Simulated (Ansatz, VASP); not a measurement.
# Two plane-wave programs on BaIr3

The input INCAR:

```
SYSTEM = BaIr3
PREC = Accurate
ENCUT = 560
EDIFF = 1E-6
ISMEAR = 0
SIGMA = 0.1
LREAL = .False.
LASPH = .True.
NELM = 120
ALGO = Normal
ISIF = 2
LWAVE = .False.
LCHARG = .False.
GGA = PE
NBANDS = 38
GGA_COMPAT = .False.
```

File KPOINTS:

```
Automatic mesh
0
Gamma
  4 4 4
  0 0 0
```

Contents of POSCAR:

```
BaIr3
1.0
    4.2383974027      0.0000000000      0.0000000000
    0.0000000000      4.2383974027      0.0000000000
    0.0000000000      0.0000000000      4.2383974027
Ba Ir
1 3
Direct
    0.0000000000      0.0000000000      0.0000000000
    0.0000000000      0.5000000000      0.5000000000
    0.5000000000      0.0000000000      0.5000000000
    0.5000000000      0.5000000000      0.0000000000
```

Input for Ansatz:

```yaml
crystal:
  lattice:
    - [4.2383974027, 0.0, 0.0]
    - [0.0, 4.2383974027, 0.0]
    - [0.0, 0.0, 4.2383974027]
  atoms:
    - { symbol: Ba, position: [0.0, 0.0, 0.0] }
    - { symbol: Ir, position: [0.0, 0.5, 0.5] }
    - { symbol: Ir, position: [0.5, 0.0, 0.5] }
    - { symbol: Ir, position: [0.5, 0.5, 0.0] }
basis:
  ecutwfc: 420
kpoints:
  mp_grid: { grid: [4, 4, 4] }
hamiltonian:
  xc: pbe
scf:
  occupations: { method: gaussian, width: 0.1 }
  lower_state_search: "off"
output:
  forces: true
  stress: true
  eigenvalues: true
```

Alike in both runs: task single point; functional PBE; k mesh 4 × 4 × 4; occupations gaussian, width 0.1 eV; no spin polarisation.

|  | VASP | Ansatz |
| --- | --- | --- |
| version | VASP 6.6.1 | Ansatz 0.2.0 |
| potentials or method | VASP PAW PBE potentials, release 64 (Ba_sv, Ir_sv_GW), cutoff 560 eV | scalar-relativistic, plane waves, PAW |
| valence electrons in the cell | 61 | 61 |

|  | VASP | Ansatz | Ansatz less VASP |
| --- | --- | --- | --- |
| gap on the k mesh at the Fermi level (eV) | none | none | - |
| pressure (GPa) | 1.0 | -1.6 | -2.55 |

A gap of «none» marks a metal or a gap that the smearing closes. The functional is the same, so the differences come from potentials, cutoffs and numerics.

The k mesh is coarse, so the values compare programs but aren't converged. Neither program's run includes spin-orbit coupling.
